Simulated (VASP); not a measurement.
Hf:

```
Hf
1.0
     0.00000    2.22000    2.22000
     2.22000    0.00000    2.22000
     2.22000    2.22000    0.00000
Hf
1
Direct
  0.00000 0.00000 0.00000
```

This isn't the form of Hf at room conditions, which is hcp.

Program: VASP 6.6.1. Alike in all runs: task single point; potentials or basis VASP PAW PBE potentials, release 64 (Hf_pv); no spin polarisation; cell as given; k mesh 5 × 5 × 5; cutoff (eV) 520; smearing fermi-dirac 0.05 eV.

Order these runs on this cell by their pressure, lowest first.
A. level B3LYP; share of exact exchange 0.2
B. level HSE06; share of exact exchange 0.25; screening parameter 0.2079 1/Å
C. level PBEsol-based screened hybrid with 25 % exact exchange; share of exact exchange 0.25; screening parameter 0.207 1/Å

C (-1.2 GPa), B (2.2 GPa), A (4.5 GPa).

Caveats: all runs use coarse meshes; the PAW data sets were made with another functional, which shifts forces and pressure a little.
